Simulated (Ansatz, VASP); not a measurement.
**Two plane-wave programs on Ca**

The input INCAR:

```
SYSTEM = Ca
PREC = Accurate
ENCUT = 500
EDIFF = 1E-6
ISMEAR = 0
SIGMA = 0.1
LREAL = .FALSE.
LASPH = .TRUE.
NELM = 120
ALGO = Normal
ISIF = 2
LWAVE = .FALSE.
LCHARG = .FALSE.
NBANDS = 11
GGA_COMPAT = .FALSE.
```

KPOINTS

```
regular mesh
0
G
  6 6 6
  0 0 0
```

File POSCAR:

```
Ca
1.0
   -2.2052049036      2.2052049036      2.1961148100
    2.2052049036     -2.2052049036      2.1961148100
    2.2052049036      2.2052049036     -2.1961148100
Ca
1
Direct
    0.5000000000      0.5000000000      0.0000000000
```

Input for Ansatz:

```yaml
crystal:
  lattice:
    - [-2.2052049036, 2.2052049036, 2.19611481]
    - [2.2052049036, -2.2052049036, 2.19611481]
    - [2.2052049036, 2.2052049036, -2.19611481]
  atoms:
    - { symbol: Ca, position: [0.5, 0.5, 0.0] }
basis:
  ecutwfc: 420
kpoints:
  mp_grid: { grid: [6, 6, 6] }
hamiltonian:
  xc: lda
  dispersion: none
scf:
  occupations: { method: gaussian, width: 0.1 }
  eigensolver: { kind: davidson }
  max_iter: 88
output:
  forces: true
  stress: true
  eigenvalues: true
```

Alike in both runs: task single point; functional LDA; k mesh 6 × 6 × 6; occupations gaussian, width 0.1 eV; no spin polarisation.

```csv
,VASP,Ansatz
version,VASP 6.6.1,Ansatz 0.2.0
potentials or method,"VASP PAW LDA potentials, release 64 (Ca_sv), cutoff 500 eV","scalar-relativistic, plane waves, PAW"
valence electrons in the cell,10,10
```

```csv
,VASP,Ansatz,Ansatz less VASP
gap on the k mesh at the Fermi level (eV),none,none,-
pressure (GPa),-1.9,-1.9,+0.03
```

LDA's correlation is that of Perdew and Zunger in VASP and of Perdew and Wang (1992) in Ansatz. A gap of «none» marks a metal or a gap that the smearing closes.
